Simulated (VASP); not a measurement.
# Al2Ru (P4/nmm) in VASP: single point with PBEsol

Aim: the single point of Al2Ru with PBEsol.

Everything below comes from runs of VASP 6.6.1. Logs are shortened: lines on timing, memory, paths and dates and some standing lists are left out, and cuts for length are marked.

## 1. The cell of the first run

The structure is tetragonal, space group P4/nmm (No. 129). Conventional cell: a = 3.121 Å, b = 3.121 Å, c = 18.846 Å, α = 90.00°, β = 90.00°, γ = 90.00°. Al (site symmetry 4mm) has 5 Ru at 2.58 to 2.87 Å and 9 Al at 2.68 to 3.12 Å within 3.4 Å. Al (site symmetry 4mm) has 5 Ru at 2.58 to 2.87 Å and 9 Al at 2.68 to 3.12 Å within 3.4 Å. Within 3.4 Å of Al (site symmetry 4mm) lie 4 Ru at 2.58 Å and 5 Al at 2.68 to 3.12 Å. Within 3.4 Å of Al (site symmetry 4mm) lie 5 Ru at 2.58 to 2.87 Å and 9 Al at 2.68 to 3.12 Å. Within 3.4 Å of Ru (site symmetry 4mm) lie 10 Al at 2.58 to 2.87 Å and 4 Ru at 3.12 Å. Ru (site symmetry 4mm) has 9 Al at 2.58 to 2.87 Å and 4 Ru at 3.12 Å within 3.4 Å.

## 2. Single point, PBEsol

File INCAR:

```
ALGO = Fast
EDIFF = 1E-6
ENCUT = 520
GGA = PS
ISIF = 2
ISMEAR = 0
LASPH = True
LCHARG = False
LREAL = False
LWAVE = False
NBANDS = 52
NELM = 80
PREC = Accurate
SIGMA = 0.15
```

File KPOINTS:

```
k-points
0
Gamma
  15 15 3
```

File POSCAR:

```
Al2Ru
1.0
   -3.1213577640      0.0000000000      0.0000000000
    0.0000000000     -3.1213577640      0.0000000000
    0.0000000000      0.0000000000     18.8462082954
Al Ru
8 4
Direct
    0.5000000000      0.5000000000      0.4063014905
    1.0000000000      1.0000000000      0.1828320261
    0.5000000000      0.5000000000      0.8532404193
    1.0000000000      1.0000000000      0.6297709549
    0.0000000000      0.0000000000      0.0406374383
    0.5000000000      0.5000000000      0.7110458316
    0.0000000000      0.0000000000      0.4875763671
    0.5000000000      0.5000000000      0.2641069027
    0.0000000000      0.0000000000      0.3352041966
    0.5000000000      0.5000000000      0.1117347322
    0.0000000000      0.0000000000      0.7821431254
    0.5000000000      0.5000000000      0.5586736610
```

Potentials or basis: VASP PAW PBE potentials, release 64 (Al, Ru_pv).

Command:

```console
$ cat potpaw_PBE.64/Al/POTCAR potpaw_PBE.64/Ru_pv/POTCAR > POTCAR
$ mpirun -np 1 vasp_std > vasp.out
```

OUTCAR:

```text
EDIFF = 1E-6
   ENCUT = 520
   GGA = PS
   ISIF = 2
   ISMEAR = 0
   LASPH = True
   LREAL = False
   NELM = 80
   PREC = Accurate

 ion  position               nearest neighbor table
   1  0.500  0.500  0.406-   9 2.58   9 2.58   9 2.58   9 2.58   8 2.68   7 2.69   7 2.69   7 2.69
                             7 2.69  12 2.87
   2  0.000  0.000  0.183-  10 2.58  10 2.58  10 2.58  10 2.58   5 2.68   8 2.69   8 2.69   8 2.69
                             8 2.69   9 2.87
   3  0.500  0.500  0.853-  11 2.58  11 2.58  11 2.58  11 2.58   6 2.68
   4  0.000  0.000  0.630-  12 2.58  12 2.58  12 2.58  12 2.58   7 2.68   6 2.69   6 2.69   6 2.69
                             6 2.69  11 2.87
   5  0.000  0.000  0.041-  10 2.58  10 2.58  10 2.58  10 2.58   2 2.68
   6  0.500  0.500  0.711-  11 2.58  11 2.58  11 2.58  11 2.58   3 2.68   4 2.69   4 2.69   4 2.69
                             4 2.69  12 2.87
   7  0.000  0.000  0.488-  12 2.58  12 2.58  12 2.58  12 2.58   4 2.68   1 2.69   1 2.69   1 2.69
                             1 2.69   9 2.87
   8  0.500  0.500  0.264-   9 2.58   9 2.58   9 2.58   9 2.58   1 2.68   2 2.69   2 2.69   2 2.69
                             2 2.69  10 2.87
   9  0.000  0.000  0.335-   1 2.58   1 2.58   1 2.58   1 2.58   8 2.58   8 2.58   8 2.58   8 2.58
                             7 2.87   2 2.87
  10  0.500  0.500  0.112-   5 2.58   5 2.58   5 2.58   5 2.58   2 2.58   2 2.58   2 2.58   2 2.58
                             8 2.87
  11  0.000  0.000  0.782-   6 2.58   6 2.58   6 2.58   6 2.58   3 2.58   3 2.58   3 2.58   3 2.58
                             4 2.87
  12  0.500  0.500  0.559-   4 2.58   7 2.58   4 2.58   7 2.58   4 2.58   7 2.58   4 2.58   7 2.58
                             1 2.87   6 2.87

  LATTYP: Found a simple tetragonal cell.
 ALAT       =     3.1213577640
 C/A-ratio  =     6.0378238319

  Lattice vectors:

 A1 = (  -3.1213577640,   0.0000000000,   0.0000000000)
 A2 = (   0.0000000000,  -3.1213577640,   0.0000000000)
 A3 = (   0.0000000000,   0.0000000000,  18.8462082954)

Analysis of symmetry for initial positions (statically):
=====================================================================
 Subroutine PRICEL returns:
 Original cell was already a primitive cell.

 Routine SETGRP: Setting up the symmetry group for a
 simple tetragonal supercell.

 Subroutine GETGRP returns: Found 16 space group operations
 (whereof  8 operations were pure point group operations)
 out of a pool of 16 trial point group operations.

The static configuration has the point symmetry C_4v.
 The point group associated with its full space group is D_4h.

Analysis of symmetry for dynamics (positions and initial velocities):
=====================================================================
 Subroutine PRICEL returns:
 Original cell was already a primitive cell.

 Routine SETGRP: Setting up the symmetry group for a
 simple tetragonal supercell.

 Subroutine GETGRP returns: Found 16 space group operations
 (whereof  8 operations were pure point group operations)
 out of a pool of 16 trial point group operations.

The dynamic configuration has the point symmetry C_4v.
 The point group associated with its full space group is D_4h.

 Subroutine INISYM returns: Found 16 space group operations
 (whereof  8 operations are pure point group operations),
 and found     1 'primitive' translations

----------------------------------------------------------------------------------------

                                     Primitive cell

  volume of cell :     183.6162

  direct lattice vectors                    reciprocal lattice vectors
    -3.121357764  0.000000000  0.000000000    -0.320373400  0.000000000  0.000000000
     0.000000000 -3.121357764  0.000000000     0.000000000 -0.320373400  0.000000000
     0.000000000  0.000000000 18.846208295     0.000000000  0.000000000  0.053061071

  length of vectors
     3.121357764  3.121357764 18.846208295     0.320373400  0.320373400  0.053061071

  position of ions in fractional coordinates (direct lattice)
     0.500000000  0.500000000  0.406301490
     0.000000000  0.000000000  0.182832026
     0.500000000  0.500000000  0.853240419
     0.000000000  0.000000000  0.629770955
     0.000000000  0.000000000  0.040637438
     0.500000000  0.500000000  0.711045832
     0.000000000  0.000000000  0.487576367
     0.500000000  0.500000000  0.264106903
     0.000000000  0.000000000  0.335204197
     0.500000000  0.500000000  0.111734732
     0.000000000  0.000000000  0.782143125
     0.500000000  0.500000000  0.558673661

  ion indices of the primitive-cell ions
   primitive index   ion index
                 1           1
                 2           2
                 3           3
                 4           4
                 5           5
                 6           6
                 7           7
                 8           8
                 9           9
                10          10
                11          11
                12          12

----------------------------------------------------------------------------------------

 KPOINTS: k-points

Automatic generation of k-mesh.
 Grid dimensions read from file:
 generate k-points for:   15   15    3

 Generating k-lattice:

  Cartesian coordinates                     Fractional coordinates (reciprocal lattice)
    -0.021358227  0.000000000  0.000000000     0.066666667  0.000000000  0.000000000
     0.000000000 -0.021358227  0.000000000     0.000000000  0.066666667  0.000000000
     0.000000000  0.000000000  0.017687024     0.000000000  0.000000000  0.333333333

  Length of vectors
     0.021358227  0.021358227  0.017687024

  Shift w.r.t. Gamma in fractional coordinates (k-lattice)
     0.000000000  0.000000000  0.000000000

 Subroutine IBZKPT returns following result:
 ===========================================

 Found     72 irreducible k-points:

 Following reciprocal coordinates:
            Coordinates               Weight
  0.000000  0.000000  0.000000      1.000000
  0.066667  0.000000  0.000000      4.000000
  0.133333  0.000000  0.000000      4.000000
  0.200000  0.000000  0.000000      4.000000
  0.266667  0.000000  0.000000      4.000000
  0.333333  0.000000  0.000000      4.000000
[... 16 lines left out ...]
  0.266667  0.200000  0.000000      8.000000
  0.333333  0.200000  0.000000      8.000000
 [... further k-points ...]
   k-points           NKPTS =     72   k-points in BZ     NKDIM =     72   number of bands    NBANDS=     52
   number of dos      NEDOS =    301   number of ions     NIONS =     12
   total plane-waves  NPLWV =  80640
   dimension x,y,z NGX =    24 NGY =   24 NGZ =  140
   dimension x,y,z NGXF=    48 NGYF=   48 NGZF=  280
   ions per type =               8   4
   NGX,Y,Z   is equivalent  to a cutoff of  12.78, 12.78, 12.35 a.u.
   NGXF,Y,Z  is equivalent  to a cutoff of  25.57, 25.57, 24.70 a.u.
 SYSTEM =  unknown system
   PREC   = accura    normal or accurate (medium, high low for compatibility)
   ISTART =      0    job   : 0-new  1-cont  2-samecut
   ICHARG =      2    charge: 1-file 2-atom 10-const
   ISPIN  =      1    spin polarized calculation?
   LNONCOLLINEAR =      F non collinear calculations
   LSORBIT =      F    spin-orbit coupling
   LASPH  =      T    aspherical Exc in radial PAW
   ENCUT  =  520.0 eV  38.22 Ry    6.18 a.u.   5.80  5.80 35.04*2*pi/ulx,y,z
   NELM   =     80;   NELMIN=  2; NELMDL= -5     # of ELM steps
   EDIFF  = 0.1E-05   stopping-criterion for ELM
   LREAL  =      F    real-space projection
   EDIFFG = 0.1E-04   stopping-criterion for IOM
   NSW    =      0    number of steps for IOM
   IBRION =     -1    ionic relax: 0-MD 1-quasi-New 2-CG
   NFREE  =      0    steps in history (QN), initial steepest desc. (CG)
   ISIF   =      2    stress and relaxation
   ISYM   =      2    0-nonsym 1-usesym 2-fastsym
   POTIM  = 0.5000    time-step for ionic-motion
   TEBEG  =    0.0;   TEEND  =   0.0 temperature during run
   PSTRESS=    0.0 pullay stress
   NELECT =      80.0000    total number of electrons
   NUPDOWN=      -1.0000    fix difference up-down
   EMIN   =  10.00;   EMAX   =-10.00  energy-range for DOS
   EFERMI =   0.00;   METHOD = LEGACY
   ISMEAR =     0;   SIGMA  =   0.15  broadening in eV -4-tet -1-fermi 0-gaus
   EFERMI_NEDOS =   21; number of points for ismear=-14 and -15
   IALGO  =     68    algorithm
   IMIX   =      4    mixing-type and parameters
     AMIX     =   0.40;   BMIX     =  1.00
     AMIX_MAG =   1.60;   BMIX_MAG =  1.00
  volume/ion in A,a.u.               =      15.30       103.26
  Fermi-wavevector in a.u.,A,eV,Ry     =   1.241084  2.345308 20.956906  1.540289
  Thomas-Fermi vector in A             =   2.375497
   LORBIT       =      0    0 simple, 1 ext, 2 COOP (PROOUT), +10 PAW based schemes
   GGA     = PS    functional components
   LHFCALC =     F    Hartree Fock is set to
   AEXX    =    0.0000 exact exchange contribution
   IVDW    =     0    specifies the selected vdW correction
   LEPSILON=     F    determine dielectric tensor
   LRPA    =     F    only Hartree local field effects (RPA)
 non-spin polarized calculation
 RMM-DIIS sequential band-by-band and
 Gauss-broadening in eV      SIGMA  =   0.15
  energy-cutoff  :      520.00
  volume of cell :      183.62
 maximum number of plane-waves:      4996
 NGX is ok and might be reduce to    24
   NGX = 11   NGY = 11   NGZ = 71

 number of electron      79.9999991 magnetization

 Free energy of the ion-electron system (eV)
  ---------------------------------------------------
  ext. energy  EPLUGINS =         0.00000000
  ---------------------------------------------------
  free energy    TOTEN  =       -79.53294575 eV

  energy without entropy =      -79.48241724  energy(sigma->0) =      -79.50768150

 E-fermi :   9.3851     XC(G=0): -11.3517

 val. band max:        9.3823733480   @ k =   0.0667   0.0000   0.3333
 cond. band min:       9.4040496441   @ k =   0.4667   0.4000   0.3333
 fundamental gap:      0.0216762961
 Fermi energy:         9.3850979151

 k-point     1 :       0.0000    0.0000    0.0000
  band No.  band energies     occupation
      1     -33.3265      2.00000
      2     -33.3265      2.00000
      3     -33.3265      2.00000
      4     -33.3265      2.00000
      5     -33.3216      2.00000
      6     -33.3216      2.00000
[... 44 lines left out ...]
     51      14.4281      0.00000
     52      14.9003      0.00000

 k-point     2 :       0.0667    0.0000    0.0000
  band No.  band energies     occupation
      1     -33.3324      2.00000
      2     -33.3323      2.00000
      3     -33.3274      2.00000
      4     -33.3274      2.00000
      5     -33.3260      2.00000
      6     -33.3260      2.00000
[... 44 lines left out ...]
     51      14.4186      0.00000
     52      14.8167      0.00000

 k-point     3 :       0.1333    0.0000    0.0000
  band No.  band energies     occupation
      1     -33.3489      2.00000
      2     -33.3489      2.00000
      3     -33.3439      2.00000
      4     -33.3439      2.00000
      5     -33.3245      2.00000
      6     -33.3245      2.00000
[... 44 lines left out ...]
     51      14.3784      0.00000
     52      14.6539      0.00000
[... 1046 lines left out ...]
 k-point    23 :       0.2667    0.2000    0.0000
  band No.  band energies     occupation
      1     -33.3963      2.00000
      2     -33.3963      2.00000
      3     -33.3910      2.00000
      4     -33.3909      2.00000
      5     -33.3659      2.00000
      6     -33.3659      2.00000
[... 44 lines left out ...]
     51      13.2858      0.00000
     52      13.8124      0.00000

 k-point    24 :       0.3333    0.2000    0.0000
  band No.  band energies     occupation
      1     -33.4225      2.00000
      2     -33.4225      2.00000
      3     -33.4170      2.00000
      4     -33.4170      2.00000
      5     -33.3633      2.00000
      6     -33.3633      2.00000
[... 44 lines left out ...]
     51      13.1706      0.00000
     52      13.8832      0.00000

 [... further k-points ...]
[... 5 lines left out ...]
  --------------------------------------------------------------------------------------
  -------------------------------------------------------------------------------------
  Total       -4.0869752     -4.0869752     -3.2320551      0.0000000     -0.0000000      0.0000000
  in kB      -35.6616556    -35.6616556    -28.2018925      0.0000000     -0.0000000      0.0000000
  external PRESSURE =     -33.1750679 kB  Pullay stress =       0.0000000 kB

 VOLUME and BASIS-vectors are now :
 -----------------------------------------------------------------------------
  energy-cutoff  :      520.00
  volume of cell :      183.62
      direct lattice vectors                 reciprocal lattice vectors
    -3.121357764  0.000000000  0.000000000    -0.320373400  0.000000000  0.000000000
     0.000000000 -3.121357764  0.000000000     0.000000000 -0.320373400  0.000000000
     0.000000000  0.000000000 18.846208295     0.000000000  0.000000000  0.053061071

 POSITION                                       TOTAL-FORCE (eV/Angst)
 -----------------------------------------------------------------------------------
     -1.56068     -1.56068      7.65724         0.000000      0.000000      0.000289
      0.00000      0.00000      3.44569         0.000000      0.000000     -0.087945
     -1.56068     -1.56068     16.08035        -0.000000      0.000000      0.312880
      0.00000      0.00000     11.86879         0.000000     -0.000000     -0.094272
      0.00000      0.00000      0.76586         0.000000     -0.000000     -0.312880
     -1.56068     -1.56068     13.40052         0.000000     -0.000000      0.087945
      0.00000      0.00000      9.18897         0.000000     -0.000000     -0.000289
     -1.56068     -1.56068      4.97741        -0.000000      0.000000      0.094272
      0.00000      0.00000      6.31733         0.000000     -0.000000     -0.091260
     -1.56068     -1.56068      2.10578         0.000000      0.000000     -0.014509
      0.00000      0.00000     14.74043         0.000000     -0.000000      0.014509
     -1.56068     -1.56068     10.52888         0.000000      0.000000      0.091260
 -----------------------------------------------------------------------------------
    total drift:                               -0.000000      0.000000     -0.000036

  FREE ENERGIE OF THE ION-ELECTRON SYSTEM (eV)
  ---------------------------------------------------
  free  energy   TOTEN  =       -79.5329457521 eV

  energy  without entropy=      -79.4824172379  energy(sigma->0) =      -79.50768150
```

Run time: 5.6 min. Hardware: 1 thread of Intel Xeon 6975P-C (Granite Rapids), shared host; peak memory 0.59 GiB.

What came out:

```yaml
Free_energy: -79.5329 eV
Pressure: -3.3 GPa
Largest_force: 0.313 eV/Å
Band_gap_on_the_k_mesh: zero (band 40 reaches 9.55 eV, above the bottom of band 41 at 9.28 eV)
```

Forces on the atoms (eV/Å):
```
Al   0.000  0.000  0.000
Al   0.000  0.000 -0.088
Al   0.000  0.000  0.313
Al   0.000  0.000 -0.094
Al   0.000  0.000 -0.313
Al   0.000  0.000  0.088
Al   0.000  0.000  0.000
Al   0.000  0.000  0.094
Ru   0.000  0.000 -0.091
Ru   0.000  0.000 -0.015
Ru   0.000  0.000  0.015
Ru   0.000  0.000  0.091
```

Levels at points of the mesh, in eV from the Fermi level:
```csv
k point,band 37,band 38,band 39,band 40,band 41,band 42,band 43,band 44
"(0.00, 0.00, 0.00)",-1.13,-1.13,-1.10,-1.09,-0.11,2.68,2.81,3.14
```

Caveat: the PAW data sets were made with another functional, which shifts forces and pressure a little.
